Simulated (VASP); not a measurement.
# B (Pmmm) in VASP: a series of runs

B is run at these levels: PBE; tasks: single point, relaxation of cell and atoms.

Everything below comes from runs of VASP 6.6.1. Logs are shortened: lines on timing, memory, paths and dates and some standing lists are left out, and cuts for length are marked.

**1. The cell of the first run**

The structure is orthorhombic, space group Pmmm (No. 47). Conventional cell: a = 1.734 Å, b = 1.913 Å, c = 2.214 Å, α = 90.00°, β = 90.00°, γ = 90.00°. Within 2.3 Å of B (site symmetry mmm) lie 6 B at 1.73 to 2.21 Å.

The cell was built from a structure type or drawn by symmetry, and may not be a known phase.

**2. Single point, PBE**

Contents of INCAR:

```
SYSTEM = B
PREC = Accurate
ENCUT = 520
EDIFF = 1E-6
ISMEAR = 0
SIGMA = 0.1
LREAL = .False.
LASPH = .True.
NELM = 60
ALGO = Normal
ISIF = 2
LWAVE = .False.
LCHARG = .False.
GGA = PE
NBANDS = 8
```

Contents of KPOINTS:

```
regular mesh
0
Gamma
  10 8 8
  0 0 0
```

Contents of POSCAR:

```
B
1.0
    1.7343959500      0.0000000000      0.0000000000
    0.0000000000      1.9125099400      0.0000000000
    0.0000000000      0.0000000000      2.2139673900
B
1
Direct
    0.5000000000      0.5000000000      0.5000000000
```

Potentials or basis: VASP PAW PBE potentials, release 64 (B).

Started as:

```console
> cat potpaw_PBE.64/B/POTCAR > POTCAR
> mpirun -np 1 vasp_std > vasp.out
```

OUTCAR:

```text
SYSTEM = B
   PREC = Accurate
   ENCUT = 520
   EDIFF = 1E-6
   ISMEAR = 0
   LREAL = .False.
   LASPH = .True.
   NELM = 60
   ISIF = 2
   GGA = PE

 ion  position               nearest neighbor table
   1  0.500  0.500  0.500-

  LATTYP: Found a simple orthorhombic cell.
 ALAT       =     1.7343959500
 B/A-ratio  =     1.1026951141
 C/A-ratio  =     1.2765063191

  Lattice vectors:

 A1 = (   1.7343959500,   0.0000000000,   0.0000000000)
 A2 = (   0.0000000000,   1.9125099400,   0.0000000000)
 A3 = (   0.0000000000,   0.0000000000,   2.2139673900)

Analysis of symmetry for initial positions (statically):
=====================================================================
 Subroutine PRICEL returns:
 Original cell was already a primitive cell.

 Routine SETGRP: Setting up the symmetry group for a
 simple orthorhombic supercell.

 Subroutine GETGRP returns: Found  8 space group operations
 (whereof  8 operations were pure point group operations)
 out of a pool of  8 trial point group operations.

The static configuration has the point symmetry D_2h.

Analysis of symmetry for dynamics (positions and initial velocities):
=====================================================================
 Subroutine PRICEL returns:
 Original cell was already a primitive cell.

 Routine SETGRP: Setting up the symmetry group for a
 simple orthorhombic supercell.

 Subroutine GETGRP returns: Found  8 space group operations
 (whereof  8 operations were pure point group operations)
 out of a pool of  8 trial point group operations.

The dynamic configuration has the point symmetry D_2h.

 Subroutine INISYM returns: Found  8 space group operations
 (whereof  8 operations are pure point group operations),
 and found     1 'primitive' translations

----------------------------------------------------------------------------------------

                                     Primitive cell

  volume of cell :       7.3438

  direct lattice vectors                    reciprocal lattice vectors
     1.734395950  0.000000000  0.000000000     0.576569612  0.000000000  0.000000000
     0.000000000  1.912509940  0.000000000     0.000000000  0.522873099  0.000000000
     0.000000000  0.000000000  2.213967390     0.000000000  0.000000000  0.451677836

  length of vectors
     1.734395950  1.912509940  2.213967390     0.576569612  0.522873099  0.451677836

  position of ions in fractional coordinates (direct lattice)
     0.500000000  0.500000000  0.500000000

  ion indices of the primitive-cell ions
   primitive index   ion index
                 1           1

----------------------------------------------------------------------------------------

 KPOINTS: regular mesh

Automatic generation of k-mesh.
 Grid dimensions read from file:
 generate k-points for:   10    8    8

 Generating k-lattice:

  Cartesian coordinates                     Fractional coordinates (reciprocal lattice)
     0.057656961  0.000000000  0.000000000     0.100000000  0.000000000  0.000000000
     0.000000000  0.065359137  0.000000000     0.000000000  0.125000000  0.000000000
     0.000000000  0.000000000  0.056459730     0.000000000  0.000000000  0.125000000

  Length of vectors
     0.057656961  0.065359137  0.056459730

  Shift w.r.t. Gamma in fractional coordinates (k-lattice)
     0.000000000  0.000000000  0.000000000

 Subroutine IBZKPT returns following result:
 ===========================================

 Found    150 irreducible k-points:

 Following reciprocal coordinates:
            Coordinates               Weight
  0.000000  0.000000  0.000000      1.000000
  0.100000  0.000000  0.000000      2.000000
  0.200000  0.000000  0.000000      2.000000
  0.300000  0.000000  0.000000      2.000000
  0.400000  0.000000  0.000000      2.000000
  0.500000  0.000000  0.000000      1.000000
[... 16 lines left out ...]
  0.400000  0.375000  0.000000      4.000000
  0.500000  0.375000  0.000000      2.000000
 [... further k-points ...]
   k-points           NKPTS =    150   k-points in BZ     NKDIM =    150   number of bands    NBANDS=      8
   number of dos      NEDOS =    301   number of ions     NIONS =      1
   total plane-waves  NPLWV =   3136
   dimension x,y,z NGX =    14 NGY =   14 NGZ =   16
   dimension x,y,z NGXF=    28 NGYF=   28 NGZF=   32
   ions per type =               1
   NGX,Y,Z   is equivalent  to a cutoff of  13.42, 12.17, 12.01 a.u.
   NGXF,Y,Z  is equivalent  to a cutoff of  26.84, 24.34, 24.03 a.u.
 SYSTEM =  B
   PREC   = accura    normal or accurate (medium, high low for compatibility)
   ISTART =      0    job   : 0-new  1-cont  2-samecut
   ICHARG =      2    charge: 1-file 2-atom 10-const
   ISPIN  =      1    spin polarized calculation?
   LNONCOLLINEAR =      F non collinear calculations
   LSORBIT =      F    spin-orbit coupling
   LASPH  =      T    aspherical Exc in radial PAW
   ENCUT  =  520.0 eV  38.22 Ry    6.18 a.u.   3.22  3.56  4.12*2*pi/ulx,y,z
   NELM   =     60;   NELMIN=  2; NELMDL= -5     # of ELM steps
   EDIFF  = 0.1E-05   stopping-criterion for ELM
   LREAL  =      F    real-space projection
   EDIFFG = 0.1E-04   stopping-criterion for IOM
   NSW    =      0    number of steps for IOM
   IBRION =     -1    ionic relax: 0-MD 1-quasi-New 2-CG
   NFREE  =      0    steps in history (QN), initial steepest desc. (CG)
   ISIF   =      2    stress and relaxation
   ISYM   =      2    0-nonsym 1-usesym 2-fastsym
   POTIM  = 0.5000    time-step for ionic-motion
   TEBEG  =    0.0;   TEEND  =   0.0 temperature during run
   PSTRESS=    0.0 pullay stress
   NELECT =       3.0000    total number of electrons
   NUPDOWN=      -1.0000    fix difference up-down
   EMIN   =  10.00;   EMAX   =-10.00  energy-range for DOS
   EFERMI =   0.00;   METHOD = LEGACY
   ISMEAR =     0;   SIGMA  =   0.10  broadening in eV -4-tet -1-fermi 0-gaus
   EFERMI_NEDOS =   21; number of points for ismear=-14 and -15
   IALGO  =     38    algorithm
   IMIX   =      4    mixing-type and parameters
     AMIX     =   0.40;   BMIX     =  1.00
     AMIX_MAG =   1.60;   BMIX_MAG =  1.00
  volume/ion in A,a.u.               =       7.34        49.56
  Fermi-wavevector in a.u.,A,eV,Ry     =   1.214714  2.295477 20.075820  1.475531
  Thomas-Fermi vector in A             =   2.350125
   LORBIT       =      0    0 simple, 1 ext, 2 COOP (PROOUT), +10 PAW based schemes
   GGA     = PE    functional components
   LHFCALC =     F    Hartree Fock is set to
   AEXX    =    0.0000 exact exchange contribution
   IVDW    =     0    specifies the selected vdW correction
   LEPSILON=     F    determine dielectric tensor
   LRPA    =     F    only Hartree local field effects (RPA)
 non-spin polarized calculation
 Gauss-broadening in eV      SIGMA  =   0.10
  energy-cutoff  :      520.00
  volume of cell :        7.34
 maximum number of plane-waves:       210
 NGX is ok and might be reduce to    14
   NGX =  7   NGY =  7   NGZ =  9

 number of electron       3.0000000 magnetization

 Free energy of the ion-electron system (eV)
  ---------------------------------------------------
  ext. energy  EPLUGINS =         0.00000000
  ---------------------------------------------------
  free energy    TOTEN  =        -5.44363064 eV

  energy without entropy =       -5.44134364  energy(sigma->0) =       -5.44248714

 E-fermi :   6.4668     XC(G=0): -11.9285

 val. band max:        6.4360946187   @ k =   0.4000   0.1250   0.1250
 cond. band min:       6.4869943281   @ k =   0.3000   0.3750   0.0000
 fundamental gap:      0.0508997095
 Fermi energy:         6.4668487059

 k-point     1 :       0.0000    0.0000    0.0000
  band No.  band energies     occupation
      1      -8.8764      2.00000
      2      12.3286      0.00000
      3      19.2803      0.00000
      4      22.7123      0.00000
      5      25.5209      0.00000
      6      31.6883      0.00000
      7      42.5065      0.00000
      8      52.3162      0.00000

 k-point     2 :       0.1000    0.0000    0.0000
  band No.  band energies     occupation
      1      -8.4862      2.00000
      2      12.7414      0.00000
      3      19.6551      0.00000
      4      20.8851      0.00000
      5      24.3193      0.00000
      6      33.7577      0.00000
      7      43.6465      0.00000
      8      50.9950      0.00000

 k-point     3 :       0.2000    0.0000    0.0000
  band No.  band energies     occupation
      1      -7.3247      2.00000
      2      13.9432      0.00000
      3      15.7032      0.00000
      4      20.7327      0.00000
      5      25.2475      0.00000
      6      35.2691      0.00000
      7      45.4334      0.00000
      8      46.0410      0.00000

 k-point     4 :       0.3000    0.0000    0.0000
  band No.  band energies     occupation
      1      -5.4291      2.00000
      2      10.4649      0.00000
      3      15.7843      0.00000
      4      22.3316      0.00000
      5      27.1136      0.00000
      6      35.3154      0.00000
      7      40.1091      0.00000
      8      45.3692      0.00000

 k-point     5 :       0.4000    0.0000    0.0000
  band No.  band energies     occupation
      1      -2.9403      2.00000
      2       5.8935      2.00000
      3      17.8111      0.00000
      4      23.9841      0.00000
      5      29.3221      0.00000
      6      34.6762      0.00000
      7      35.4044      0.00000
      8      44.1081      0.00000

 k-point     6 :       0.5000    0.0000    0.0000
  band No.  band energies     occupation
      1      -1.0445      2.00000
      2       3.2951      2.00000
      3      18.8405      0.00000
      4      24.7588      0.00000
      5      30.5963      0.00000
      6      33.4616      0.00000
      7      34.1536      0.00000
      8      43.0065      0.00000

 k-point     7 :       0.0000    0.1250    0.0000
  band No.  band energies     occupation
      1      -8.3619      2.00000
      2      12.8050      0.00000
      3      15.3210      0.00000
      4      23.7765      0.00000
      5      25.8882      0.00000
      6      35.6508      0.00000
      7      41.6800      0.00000
      8      46.6699      0.00000
[... 133 lines left out ...]
 k-point    20 :       0.1000    0.3750    0.0000
  band No.  band energies     occupation
      1      -3.9085      2.00000
      2       4.3938      2.00000
      3      16.2488      0.00000
      4      24.5847      0.00000
      5      29.2213      0.00000
      6      34.8505      0.00000
      7      35.9854      0.00000
      8      42.5394      0.00000

 k-point    21 :       0.2000    0.3750    0.0000
  band No.  band energies     occupation
      1      -2.7365      2.00000
      2       5.2989      2.00000
      3      17.3729      0.00000
      4      20.3715      0.00000
      5      29.1930      0.00000
      6      35.5064      0.00000
      7      36.2340      0.00000
      8      39.0822      0.00000

 k-point    22 :       0.3000    0.3750    0.0000
  band No.  band energies     occupation
      1      -0.8687      2.00000
      2       6.4870      0.77572
      3      16.6001      0.00000
      4      19.0592      0.00000
      5      25.7207      0.00000
      6      34.6908      0.00000
      7      38.3938      0.00000
      8      40.2760      0.00000

 k-point    23 :       0.4000    0.3750    0.0000
  band No.  band energies     occupation
      1       1.4810      2.00000
      2       6.8461      0.00000
      3      14.7172      0.00000
      4      20.8380      0.00000
      5      21.0940      0.00000
      6      36.2672      0.00000
      7      39.7546      0.00000
      8      40.7439      0.00000

 k-point    24 :       0.5000    0.3750    0.0000
  band No.  band energies     occupation
      1       3.1963      2.00000
      2       5.9253      2.00000
      3      15.2022      0.00000
      4      18.4619      0.00000
      5      21.6923      0.00000
      6      37.4974      0.00000
      7      38.6343      0.00000
      8      40.2228      0.00000

 [... further k-points ...]

------------------------ aborting loop because EDIFF is reached ----------------------------------------

  FORCE on cell =-STRESS in cart. coord.  units (eV):
  Direction    XX          YY          ZZ          XY          YZ          ZX
  --------------------------------------------------------------------------------------
  -------------------------------------------------------------------------------------
  Total       -0.1289491      0.8350147     -1.2594774     -0.0000000      0.0000000      0.0000000
  in kB      -28.1323407    182.1719545   -274.7753636     -0.0000000      0.0000000      0.0000000
  external PRESSURE =     -40.2452499 kB  Pullay stress =       0.0000000 kB

 VOLUME and BASIS-vectors are now :
 -----------------------------------------------------------------------------
  energy-cutoff  :      520.00
  volume of cell :        7.34
      direct lattice vectors                 reciprocal lattice vectors
     1.734395950  0.000000000  0.000000000     0.576569612  0.000000000  0.000000000
     0.000000000  1.912509940  0.000000000     0.000000000  0.522873099  0.000000000
     0.000000000  0.000000000  2.213967390     0.000000000  0.000000000  0.451677836

 POSITION                                       TOTAL-FORCE (eV/Angst)
 -----------------------------------------------------------------------------------
      0.86720      0.95625      1.10698         0.000000      0.000000      0.000000
 -----------------------------------------------------------------------------------
    total drift:                                0.000000     -0.000000      0.000000

  FREE ENERGIE OF THE ION-ELECTRON SYSTEM (eV)
  ---------------------------------------------------
  free  energy   TOTEN  =        -5.4436306368 eV

  energy  without entropy=       -5.4413436425  energy(sigma->0) =       -5.44248714
```

It took 2.7 s on 1 thread of Intel Xeon 6975P-C (Granite Rapids), shared host; peak memory 0.11 GiB.

Results:

- Free energy: -5.4436 eV
- Pressure: -4.0 GPa
- Band gap on the k mesh: zero (an odd number of electrons rules out a gap without spin polarisation)

Caveat: the k points lie up to 0.41 Å⁻¹ apart, too coarse for converged energies and pressures of a metal.

**3. Relaxation of cell and atoms, PBE**

Contents of INCAR:

```
PREC = Accurate
ENCUT = 600
EDIFF = 1E-6
ISMEAR = 0
SIGMA = 0.1
LREAL = F
LASPH = T
NELM = 80
ALGO = Normal
ISIF = 3
LWAVE = F
LCHARG = F
GGA = PE
IBRION = 2
NSW = 90
EDIFFG = -0.04
```

Contents of KPOINTS:

```
regular mesh
0
Gamma
  10 8 8
```

POSCAR is that of step 2.

Potentials or basis: VASP PAW PBE potentials, release 64 (B).

Started as:

```console
> cat potpaw_PBE.64/B/POTCAR > POTCAR
> mpirun -np 1 vasp_std > vasp.out
```

It took 14 s on 1 thread of Intel Xeon 6975P-C (Granite Rapids), shared host; peak memory 0.11 GiB.

Results (log left out):

- Free energy: -5.6222 eV
- Relaxed volume: 6.70 Å³/atom
- Relaxed cell: a = 1.861 Å, b = 1.897 Å, c = 1.899 Å, α = 90.00°, β = 90.00°, γ = 90.00°
- Space group after relaxing (to 0.1 Å): Pm-3m (No. 221)
- Energy gained by relaxing: 177.9 meV/atom
- Ionic steps: 16
- Pressure after relaxing: -0.3 GPa
- Band gap on the k mesh: zero (an odd number of electrons rules out a gap without spin polarisation)

Stress tensor (GPa, compression positive):
```
-0.26  0.00  0.00
 0.00  0.16  0.00
 0.00  0.00 -0.67
```

Step by step:
```
step  energy change (eV)  largest force (eV/Å)  pressure (GPa)  volume (Å³)
   1              0.0000                0.0000           -4.05         7.34
   2             -0.0927                0.0000           -3.44         7.13
   3             -0.0624                0.0000            6.61         6.83
   4             -0.1123                0.0000           -1.19         7.02
   5             -0.1300                0.0000           -0.25         6.83
   6             -0.0896                0.0000           11.87         6.54
   7             -0.1382                0.0000            2.01         6.74
   8             -0.1474                0.0000            1.12         6.69
   9             -0.1552                0.0000            0.81         6.72
  10             -0.1720                0.0000           -0.71         6.73
  11             -0.1759                0.0000           -1.22         6.74
  12             -0.1728                0.0000           -0.97         6.75
  13             -0.1760                0.0000           -1.38         6.74
  14             -0.1763                0.0000           -1.35         6.74
  15             -0.1763                0.0000           -1.34         6.74
  16             -0.1779                0.0000           -0.26         6.70
```

Final structure:
```
CELL_PARAMETERS angstrom
1.86113 0.00000 0.00000
0.00000 1.89661 0.00000
0.00000 0.00000 1.89915
ATOMIC_POSITIONS crystal
B 0.50000 0.50000 0.50000
```

Levels at points of the mesh, in eV from the Fermi level:
```tsv
k point	band 1	band 2	band 3	band 4	band 5
(0.00, 0.00, 0.00)	-15.53	13.42	13.50	14.62	23.85
(0.50, 0.00, 0.00)	-7.94	-5.59	17.56	17.63	29.87
(0.00, 0.50, 0.00)	-8.01	-6.15	17.23	18.31	30.29
(0.50, 0.50, 0.00)	-1.85	-1.41	4.76	8.50	20.63
(0.00, 0.00, 0.50)	-8.02	-6.18	17.27	18.29	30.34
(0.50, 0.00, 0.50)	-1.87	-1.41	4.72	8.48	20.67
(0.00, 0.50, 0.50)	-1.87	-1.83	4.11	8.25	21.30
(0.50, 0.50, 0.50)	3.32	3.81	3.84	16.72	16.74
```

Caveat: the k points lie up to 0.41 Å⁻¹ apart in the final cell, too coarse for converged energies and pressures of a metal.
